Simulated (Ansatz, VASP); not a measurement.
## One calculation of ZnS, two programs

INCAR

```
  ALGO = Normal
  EDIFF = 1E-6
  ENCUT = 520
  GGA = PS
  ISIF = 2
  ISMEAR = 0
  LASPH = T
  LCHARG = T
  LELF = T
  LREAL = F
  LVHAR = T
  LWAVE = F
  NBANDS = 26
  NELM = 60
  PREC = Accurate
  SIGMA = 0.05
```

File KPOINTS:

```
k-points
0
Gamma
  9 9 6
```

The input POSCAR:

```
ZnS
1.0
    3.8311821878      0.0000000000      0.0000000000
   -1.9155910939      3.3179011011      0.0000000000
    0.0000000000      0.0000000000      6.2903751065
Zn S
2 2
Direct
    0.3333333333      0.6666666667      0.0296020378
    0.6666666667      0.3333333333      0.5296020378
    0.3333333333      0.6666666667      0.3795575521
    0.6666666667      0.3333333333      0.8795575521
```

Input for Ansatz:

```yaml
crystal:
  lattice:
    - [3.8311821878, 0.0, 0.0]
    - [-1.9155910939, 3.3179011011, 0.0]
    - [0.0, 0.0, 6.2903751065]
  atoms:
    - { symbol: Zn, position: [0.3333333333, 0.6666666667, 0.0296020378] }
    - { symbol: Zn, position: [0.6666666667, 0.3333333333, 0.5296020378] }
    - { symbol: S, position: [0.3333333333, 0.6666666667, 0.3795575521] }
    - { symbol: S, position: [0.6666666667, 0.3333333333, 0.8795575521] }
basis:
  ecutwfc: 520.0
kpoints:
  mp_grid: { grid: [9, 9, 6] }
hamiltonian:
  xc: pbesol
  pseudopotentials: { kind: paw }
scf:
  occupations: { method: gaussian, width: 0.05 }
output:
  forces: true
  stress: true
  eigenvalues: true
```

Alike in both runs: task single point; functional PBEsol; k mesh 9 × 9 × 6; occupations gaussian, width 0.05 eV; no spin polarisation.

```csv
,VASP,Ansatz
version,VASP 6.6.1,Ansatz 0.2.0
potentials or method,"VASP PAW PBE potentials, release 64 (Zn, S), cutoff 520 eV","scalar-relativistic, plane waves, PAW"
valence electrons in the cell,36,36
```

```csv
,VASP,Ansatz,Ansatz less VASP
gap on the k mesh at the Fermi level (eV),1.91,1.90,-0.005
least direct gap on the mesh (eV),1.91,1.90,-0.005
pressure (GPa),-1.8,-2.0,-0.18
"traceless stress, the component that is largest in VASP (GPa)",4.71,4.66,-0.046
rms of the force components (eV/Å),0.662,0.660,-0.0018
```

VASP's potentials were made for PBE, not for PBEsol. Atom by atom the forces differ by 0.002 eV/Å (rms over components).
